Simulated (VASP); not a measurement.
# AlN (P2_1/m) in VASP: a series of runs, part 3 of 3

VASP 6.6.1. Earlier steps stand in the parts before.

## Step 4: Single point, PBEsol

INCAR reads:

```
SYSTEM = AlN
  PREC = Accurate
  ENCUT = 520
  EDIFF = 1E-7
  ISMEAR = 0
  SIGMA = 0.05
  LREAL = .False.
  LASPH = .True.
  NELM = 100
  ALGO = Normal
  ISIF = 2
  LWAVE = .False.
  LCHARG = .True.
  GGA = PS
  LELF = .True.
  LVHAR = .True.
  NBANDS = 16
```

KPOINTS reads:

```
Automatic mesh
0
Gamma
  12 12 6
  0 0 0
```

POSCAR reads:

```
AlN
1.0
    3.3121200000      0.0248409000      0.0000000000
   -1.6345471500      2.8559595500      0.0000000000
    0.0000000000      0.0000000000      4.1875600000
Al N
2 2
Direct
    0.3333333333      0.6666666667      0.7500000000
    0.6666666667      0.3333333333      0.2500000000
    0.3333333333      0.6666666667      0.2500000000
    0.6666666667      0.3333333333      0.7500000000
```

Potentials or basis: VASP PAW PBE potentials, release 64 (Al, N).

Launch:

```bash
$ cat potpaw_PBE.64/Al/POTCAR potpaw_PBE.64/N/POTCAR > POTCAR
$ mpirun -np 1 vasp_std > vasp.out
```

OUTCAR:

```text
SYSTEM = AlN
   PREC = Accurate
   ENCUT = 520
   EDIFF = 1E-7
   ISMEAR = 0
   LREAL = .False.
   LASPH = .True.
   NELM = 100
   ISIF = 2
   GGA = PS

 ion  position               nearest neighbor table
   1  0.333  0.667  0.750-   4 1.90   4 1.91   4 1.92   3 2.09   3 2.09   2 2.83   2 2.83   2 2.84
                             2 2.84   2 2.84   2 2.84
   2  0.667  0.333  0.250-   3 1.90   3 1.91   3 1.92   4 2.09   4 2.09   1 2.83   1 2.83   1 2.84
                             1 2.84   1 2.84   1 2.84
   3  0.333  0.667  0.250-   2 1.90   2 1.91   2 1.92   1 2.09   1 2.09
   4  0.667  0.333  0.750-   1 1.90   1 1.91   1 1.92   2 2.09   2 2.09

  Warning from LATTYP: Monoclinic adjustment (A1->A3, A2->A1, A3->A2)!
  LATTYP: Found a simple monoclinic cell.
 ALAT       =     3.2906305379
 B/A-ratio  =     1.2725706979
 C/A-ratio  =     1.0065588081
 COS(beta)  =    -0.4902045573

  Lattice vectors:

 A1 = (  -1.6345471500,   2.8559595500,   0.0000000000)
 A2 = (   0.0000000000,   0.0000000000,   4.1875600000)
 A3 = (   3.3121200000,   0.0248409000,   0.0000000000)

Analysis of symmetry for initial positions (statically):
=====================================================================
 Subroutine PRICEL returns:
 Original cell was already a primitive cell.

 Routine SETGRP: Setting up the symmetry group for a
 simple monoclinic supercell.

 Subroutine GETGRP returns: Found  4 space group operations
 (whereof  2 operations were pure point group operations)
 out of a pool of  4 trial point group operations.

The static configuration has the point symmetry S_2 .
 The point group associated with its full space group is C_2h.

Analysis of symmetry for dynamics (positions and initial velocities):
=====================================================================
 Subroutine PRICEL returns:
 Original cell was already a primitive cell.

 Routine SETGRP: Setting up the symmetry group for a
 simple monoclinic supercell.

 Subroutine GETGRP returns: Found  4 space group operations
 (whereof  2 operations were pure point group operations)
 out of a pool of  4 trial point group operations.

The dynamic configuration has the point symmetry S_2 .
 The point group associated with its full space group is C_2h.

 Subroutine INISYM returns: Found  4 space group operations
 (whereof  2 operations are pure point group operations),
 and found     1 'primitive' translations

----------------------------------------------------------------------------------------

                                     Primitive cell

  volume of cell :      39.7813

  direct lattice vectors                    reciprocal lattice vectors
     3.312120000  0.024840900  0.000000000     0.300630980  0.172059689  0.000000000
    -1.634547150  2.855959550  0.000000000    -0.002614863  0.348648454  0.000000000
     0.000000000  0.000000000  4.187560000     0.000000000  0.000000000  0.238802549

  length of vectors
     3.312213152  3.290630538  4.187560000     0.346386378  0.348658260  0.238802549

  position of ions in fractional coordinates (direct lattice)
     0.333333333  0.666666667  0.750000000
     0.666666667  0.333333333  0.250000000
     0.333333333  0.666666667  0.250000000
     0.666666667  0.333333333  0.750000000

  ion indices of the primitive-cell ions
   primitive index   ion index
                 1           1
                 2           2
                 3           3
                 4           4

[... 51 lines left out ...]
  0.333333  0.166667  0.000000      2.000000
 [... further k-points ...]
   k-points           NKPTS =    296   k-points in BZ     NKDIM =    296   number of bands    NBANDS=     16
   number of dos      NEDOS =    301   number of ions     NIONS =      4
   total plane-waves  NPLWV =  21504
   dimension x,y,z NGX =    28 NGY =   24 NGZ =   32
   dimension x,y,z NGXF=    56 NGYF=   48 NGZF=   64
   ions per type =               2   2
   NGX,Y,Z   is equivalent  to a cutoff of  14.05, 12.13, 12.70 a.u.
   NGXF,Y,Z  is equivalent  to a cutoff of  28.11, 24.25, 25.41 a.u.
 SYSTEM =  AlN
   PREC   = accura    normal or accurate (medium, high low for compatibility)
   ISTART =      0    job   : 0-new  1-cont  2-samecut
   ICHARG =      2    charge: 1-file 2-atom 10-const
   ISPIN  =      1    spin polarized calculation?
   LNONCOLLINEAR =      F non collinear calculations
   LSORBIT =      F    spin-orbit coupling
   LASPH  =      T    aspherical Exc in radial PAW
   ENCUT  =  520.0 eV  38.22 Ry    6.18 a.u.   6.16  6.12  7.79*2*pi/ulx,y,z
   NELM   =    100;   NELMIN=  2; NELMDL= -5     # of ELM steps
   EDIFF  = 0.1E-06   stopping-criterion for ELM
   LREAL  =      F    real-space projection
   EDIFFG = 0.1E-05   stopping-criterion for IOM
   NSW    =      0    number of steps for IOM
   IBRION =     -1    ionic relax: 0-MD 1-quasi-New 2-CG
   NFREE  =      0    steps in history (QN), initial steepest desc. (CG)
   ISIF   =      2    stress and relaxation
   ISYM   =      2    0-nonsym 1-usesym 2-fastsym
   POTIM  = 0.5000    time-step for ionic-motion
   TEBEG  =    0.0;   TEEND  =   0.0 temperature during run
   PSTRESS=    0.0 pullay stress
   NELECT =      16.0000    total number of electrons
   NUPDOWN=      -1.0000    fix difference up-down
   EMIN   =  10.00;   EMAX   =-10.00  energy-range for DOS
   EFERMI =   0.00;   METHOD = LEGACY
   ISMEAR =     0;   SIGMA  =   0.05  broadening in eV -4-tet -1-fermi 0-gaus
   EFERMI_NEDOS =   21; number of points for ismear=-14 and -15
   IALGO  =     38    algorithm
   IMIX   =      4    mixing-type and parameters
     AMIX     =   0.40;   BMIX     =  1.00
     AMIX_MAG =   1.60;   BMIX_MAG =  1.00
  volume/ion in A,a.u.               =       9.95        67.11
  Fermi-wavevector in a.u.,A,eV,Ry     =   1.208431  2.283603 19.868648  1.460304
  Thomas-Fermi vector in A             =   2.344039
   LORBIT       =      0    0 simple, 1 ext, 2 COOP (PROOUT), +10 PAW based schemes
   GGA     = PS    functional components
   LHFCALC =     F    Hartree Fock is set to
   AEXX    =    0.0000 exact exchange contribution
   IVDW    =     0    specifies the selected vdW correction
   LEPSILON=     F    determine dielectric tensor
   LRPA    =     F    only Hartree local field effects (RPA)
 non-spin polarized calculation
 Gauss-broadening in eV      SIGMA  =   0.05
  energy-cutoff  :      520.00
  volume of cell :       39.78
 maximum number of plane-waves:      1088
 NGX is ok and might be reduce to    28
   NGX = 13   NGY = 13   NGZ = 15

 number of electron      15.9999997 magnetization

 Free energy of the ion-electron system (eV)
  ---------------------------------------------------
  ext. energy  EPLUGINS =         0.00000000
  ---------------------------------------------------
  free energy    TOTEN  =       -30.93314250 eV

  energy without entropy =      -30.93314250  energy(sigma->0) =      -30.93314250

 E-fermi :   8.1172     XC(G=0): -11.3532

 val. band max:        7.8601011105   @ k =   0.0000   0.0000   0.0000
 cond. band min:      11.0462008491   @ k =   0.0000   0.0000   0.0000
 fundamental gap:      3.1860997386
 Fermi energy:         8.1171775908

 k-point     1 :       0.0000    0.0000    0.0000
  band No.  band energies     occupation
      1      -8.9060      2.00000
      2      -5.2329      2.00000
      3       0.9378      2.00000
      4       4.5474      2.00000
      5       4.6074      2.00000
      6       6.2118      2.00000
[... 433 lines left out ...]
      3       1.4513      2.00000
      4       2.9681      2.00000
      5       2.9751      2.00000
      6       3.9105      2.00000
[... 8 lines left out ...]
     15      20.2756      0.00000
     16      20.6106      0.00000

 [... further k-points ...]

------------------------ aborting loop because EDIFF is reached ----------------------------------------

  FORCE on cell =-STRESS in cart. coord.  units (eV):
  Direction    XX          YY          ZZ          XY          YZ          ZX
  --------------------------------------------------------------------------------------
  -------------------------------------------------------------------------------------
  Total       -0.7817761     -0.7907487     -1.0270909     -0.6164731      0.0000000      0.0000000
  in kB      -31.4857168    -31.8470866    -41.3656726    -24.8282049      0.0000000      0.0000000
  external PRESSURE =     -34.8994920 kB  Pullay stress =       0.0000000 kB

 VOLUME and BASIS-vectors are now :
 -----------------------------------------------------------------------------
  energy-cutoff  :      520.00
  volume of cell :       39.78
      direct lattice vectors                 reciprocal lattice vectors
     3.312120000  0.024840900  0.000000000     0.300630980  0.172059689  0.000000000
    -1.634547150  2.855959550  0.000000000    -0.002614863  0.348648454  0.000000000
     0.000000000  0.000000000  4.187560000     0.000000000  0.000000000  0.238802549

 POSITION                                       TOTAL-FORCE (eV/Angst)
 -----------------------------------------------------------------------------------
      0.01434      1.91225      3.14067        -0.161670      0.005081      0.000000
      1.66323      0.96855      1.04689         0.161670     -0.005081      0.000000
      0.01434      1.91225      1.04689        -0.199647      0.005052      0.000000
      1.66323      0.96855      3.14067         0.199647     -0.005052      0.000000
 -----------------------------------------------------------------------------------
    total drift:                                0.000000     -0.000000     -0.000000

  FREE ENERGIE OF THE ION-ELECTRON SYSTEM (eV)
  ---------------------------------------------------
  free  energy   TOTEN  =       -30.9331425006 eV

  energy  without entropy=      -30.9331425006  energy(sigma->0) =      -30.93314250
```

OSZICAR:

```text
N       E                     dE             d eps       ncg     rms          rms(c)
DAV:   1     0.405248817187E+02    0.40525E+02   -0.73572E+03  9488   0.902E+02
DAV:   2    -0.317723494353E+02   -0.72297E+02   -0.65436E+02 13800   0.187E+02
DAV:   3    -0.351120109337E+02   -0.33397E+01   -0.33273E+01 11256   0.417E+01
DAV:   4    -0.351321054027E+02   -0.20094E-01   -0.20092E-01 11840   0.360E+00
DAV:   5    -0.351323701479E+02   -0.26475E-03   -0.26474E-03 11120   0.417E-01    0.112E+01
DAV:   6    -0.310050271608E+02    0.41273E+01   -0.81413E+00 12144   0.213E+01    0.393E+00
DAV:   7    -0.309749362371E+02    0.30091E-01   -0.64574E-01 10448   0.554E+00    0.279E+00
DAV:   8    -0.309405937809E+02    0.34342E-01   -0.98132E-02 10264   0.255E+00    0.846E-01
DAV:   9    -0.309328547599E+02    0.77390E-02   -0.18222E-02 12640   0.105E+00    0.271E-01
DAV:  10    -0.309332383641E+02   -0.38360E-03   -0.21065E-03 10712   0.310E-01    0.174E-01
DAV:  11    -0.309331447593E+02    0.93605E-04   -0.13224E-04 11520   0.880E-02    0.413E-02
DAV:  12    -0.309331431166E+02    0.16427E-05   -0.64600E-06 11272   0.203E-02    0.988E-03
DAV:  13    -0.309331424504E+02    0.66625E-06   -0.26421E-06 12272   0.122E-02    0.301E-03
DAV:  14    -0.309331425006E+02   -0.50238E-07   -0.12751E-07  6352   0.329E-03
   1 F= -.30933143E+02 E0= -.30933143E+02  d E =-.107936E-15
```

Run time: 2.3 min. Hardware: 1 thread of Intel Xeon Platinum 8488C (Sapphire Rapids), shared host; peak memory 0.27 GiB.

Results:

```
Free energy            : -30.9331 eV
Pressure               : -3.5 GPa
Largest force          : 0.200 eV/Å
Band gap on the k mesh : 3.19 eV
```

Forces in eV/Å, atoms in the order of the input:
```
Al  -0.162  0.005  0.000
Al   0.162 -0.005  0.000
N   -0.200  0.005  0.000
N    0.200 -0.005  0.000
```

Levels at points of the mesh, in eV from the valence-band top:
| k point | band 5 | band 6 | band 7 | band 8 | band 9 | band 10 | band 11 | band 12 |
| --- | --- | --- | --- | --- | --- | --- | --- | --- |
| (0.00, 0.00, 0.00) | -3.25 | -1.65 | -1.58 | 0.00 | 3.19 | 4.33 | 8.03 | 8.25 |
| (0.50, 0.00, 0.00) | -4.43 | -4.32 | -2.89 | -1.42 | 3.87 | 7.06 | 7.12 | 9.20 |
| (0.00, 0.50, 0.00) | -4.50 | -4.33 | -2.92 | -1.46 | 3.76 | 7.02 | 7.05 | 9.07 |
| (0.50, 0.50, 0.00) | -4.58 | -4.34 | -2.94 | -1.50 | 3.65 | 6.93 | 7.04 | 8.94 |
| (0.00, 0.00, 0.50) | -2.52 | -2.52 | -2.46 | -2.46 | 5.56 | 5.56 | 8.20 | 8.20 |
| (0.50, 0.00, 0.50) | -3.20 | -3.20 | -1.75 | -1.75 | 5.02 | 5.02 | 9.16 | 9.16 |
| (0.00, 0.50, 0.50) | -3.26 | -3.26 | -1.76 | -1.76 | 4.95 | 4.95 | 9.17 | 9.17 |
| (0.50, 0.50, 0.50) | -3.33 | -3.33 | -1.77 | -1.77 | 4.88 | 4.88 | 9.17 | 9.17 |

Caveat: the cell stands under tension; the PAW data sets were made with another functional, which shifts forces and pressure a little. A k mesh can miss the band edges.

## Step 5: Single point, PBEsol

INCAR reads:

```
PREC = Accurate
ENCUT = 520
EDIFF = 1E-6
ISMEAR = 0
SIGMA = 0.05
LREAL = F
LASPH = T
NELM = 100
ALGO = Normal
ISIF = 2
LWAVE = F
LCHARG = F
GGA = PS
NBANDS = 16
```

KPOINTS reads:

```
Automatic mesh
0
Gamma
  12 12 6
```

POSCAR: that of step 4 with these lines changed.

```diff
@@ -2,4 +2,4 @@
 1.0
-    3.3121200000      0.0248409000      0.0000000000
-   -1.6345471500      2.8559595500      0.0000000000
+    3.3121200000      0.0496818000      0.0000000000
+   -1.6130343000      2.8435391000      0.0000000000
     0.0000000000      0.0000000000      4.1875600000
```

Launch:

```bash
$ cat potpaw_PBE.64/Al/POTCAR potpaw_PBE.64/N/POTCAR > POTCAR
$ mpirun -np 1 vasp_std > vasp.out
```

Wall time 87 s (1 thread of Intel Xeon Platinum 8488C (Sapphire Rapids), shared host); peak memory 0.26 GiB.

The run converged. Its results:

* Free energy: -30.9194 eV
* Pressure: -3.4 GPa
* Largest force: 0.400 eV/Å
* Band gap on the k mesh: 3.18 eV

Forces in eV/Å, atoms in the order of the input:
```
Al  -0.325  0.020  0.000
Al   0.325 -0.020  0.000
N   -0.400  0.020  0.000
N    0.400 -0.020  0.000
```

Stress tensor (GPa, compression positive):
```
-2.94 -4.97  0.00
-4.97 -3.09  0.00
 0.00  0.00 -4.23
```

Levels at points of the mesh, in eV from the valence-band top:
```csv
k point,band 6,band 7,band 8,band 9,band 10,band 11
"(0.00, 0.00, 0.00)",-1.68,-1.55,0.00,3.18,4.32,7.93
"(0.50, 0.00, 0.00)",-4.31,-2.86,-1.38,3.99,7.07,7.21
"(0.00, 0.50, 0.00)",-4.33,-2.91,-1.46,3.76,7.02,7.05
"(0.50, 0.50, 0.00)",-4.34,-2.97,-1.53,3.54,6.83,7.03
"(0.00, 0.00, 0.50)",-2.54,-2.43,-2.43,5.54,5.54,8.10
"(0.50, 0.00, 0.50)",-3.13,-1.75,-1.75,5.10,5.10,9.16
"(0.00, 0.50, 0.50)",-3.26,-1.76,-1.76,4.95,4.95,9.17
"(0.50, 0.50, 0.50)",-3.39,-1.78,-1.78,4.81,4.81,9.18
```

Caveat: the cell stands under tension; the PAW data sets were made with another functional, which shifts forces and pressure a little. A k mesh can miss the band edges.

## Step 6: Overview

| cell | gap on the mesh (eV) | pressure (GPa) | largest force (eV/Å) |
| --- | --- | --- | --- |
| a = 3.312, b = 3.355, c = 4.188 Å, angles 90.0, 90.0, 121.3°, 4 atoms | 3.18 | -3.4 | 0.40 |
| a = 3.312, b = 3.334, c = 4.188 Å, angles 90.0, 90.0, 120.6°, 4 atoms | 3.19 | -3.5 | 0.20 |
| a = 3.312, b = 3.291, c = 4.188 Å, angles 90.0, 90.0, 119.4°, 4 atoms | 3.19 | -3.5 | 0.20 |
| a = 3.312, b = 3.269, c = 4.188 Å, angles 90.0, 90.0, 118.7°, 4 atoms | 3.18 | -3.4 | 0.40 |

Alike in all rows: task single point; level PBEsol; potentials or basis VASP PAW PBE potentials, release 64 (Al, N); no spin polarisation; k mesh 12 × 12 × 6; cutoff (eV) 520; smearing gaussian 0.05 eV.

Caveats: the cell stands under tension; the PAW data sets were made with another functional, which shifts forces and pressure a little.

Total energies depend on the potentials used, so only differences within one code and one set of settings carry meaning.
